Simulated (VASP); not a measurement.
Runs of VASP 6.6.1 on Fe2Ge. The structure is that of space group P6_3/mmc (No. 194), or close to it. The cells are those of the table. 

```csv
cell,gap on the mesh (eV),pressure (GPa),moment (μB)
"a = 4.214, b = 4.214, c = 5.107 Å, angles 90.0, 90.0, 120.0°, 6 atoms",none,-15.1,8.45
"a = 4.077, b = 4.077, c = 4.941 Å, angles 90.0, 90.0, 120.0°, 6 atoms",none,(a),7.15
"a = 4.049, b = 4.049, c = 4.907 Å, angles 90.0, 90.0, 120.0°, 6 atoms",none,(c),6.96
"a = 4.187, b = 4.187, c = 5.075 Å, angles 90.0, 90.0, 120.0°, 6 atoms",none,-13.4,(b)
```

Alike in all rows: task single point; level PBEsol; potentials or basis VASP PAW PBE potentials, release 64 (Ge_d, Fe); spin collinear, ferromagnetic start; k mesh 8 × 8 × 6; cutoff (eV) 520; smearing fermi-dirac 0.05 eV.

**Question.** Estimate the missing entries.

**Answer.** (a) -2.6; (b) 8.14; (c) 1.4.

Caveats: the PAW data sets were made with another functional, which shifts forces and pressure a little; the cell stands under tension (at least some runs).

A k mesh can miss the band edges, and the runs leave out spin-orbit coupling on Ge.

A gap of «none» marks levels without a gap at the run's occupations.
